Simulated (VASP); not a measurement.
Here is a VASP 6.6.1 calculation.

The input INCAR:

```
SYSTEM = ZrBAs
PREC = Accurate
ENCUT = 520
EDIFF = 1E-6
ISMEAR = -1
SIGMA = 0.1
LREAL = .False.
LASPH = .True.
NELM = 100
ALGO = Normal
ISIF = 2
LWAVE = .False.
LCHARG = .True.
GGA = PS
LELF = .True.
LVHAR = .True.
NBANDS = 29
```

Contents of KPOINTS:

```
regular mesh
0
Gamma
  10 10 5
  0 0 0
```

POSCAR

```
ZrBAs
1.0
    3.2512770000      0.0000000000      0.0000000000
    0.0000000000      3.2512770000      0.0000000000
    0.0000000000      0.0000000000      7.3571920000
As B Zr
2 2 2
Direct
    0.2500000000      0.2500000000      0.6117000000
    0.7500000000      0.7500000000      0.3883000000
    0.7500000000      0.2500000000      0.0000000000
    0.2500000000      0.7500000000      0.0000000000
    0.2500000000      0.2500000000      0.2558000000
    0.7500000000      0.7500000000      0.7442000000
```

Potentials or basis: VASP PAW PBE potentials, release 64 (As, B, Zr_sv).

The run is started by

```bash
$ cat potpaw_PBE.64/As/POTCAR potpaw_PBE.64/B/POTCAR potpaw_PBE.64/Zr_sv/POTCAR > POTCAR
$ mpirun -np 1 vasp_std > vasp.out
```

Task: Estimate the largest force.

Result: 3.134 eV/Å.

Task: What does it give for the pressure?

Result: 37.3 GPa.

Task: Estimate the band gap on the k mesh.

Result: Zero (band 20 reaches 11.28 eV, above the bottom of band 21 at 8.83 eV).

Forces in eV/Å, atoms in the order of the input:
```
As   0.000  0.000 -0.247
As   0.000  0.000  0.247
B    0.000  0.000  0.000
B    0.000  0.000  0.000
Zr   0.000  0.000 -3.134
Zr   0.000  0.000  3.134
```

Caveat: the PAW data sets were made with another functional, which shifts forces and pressure a little.
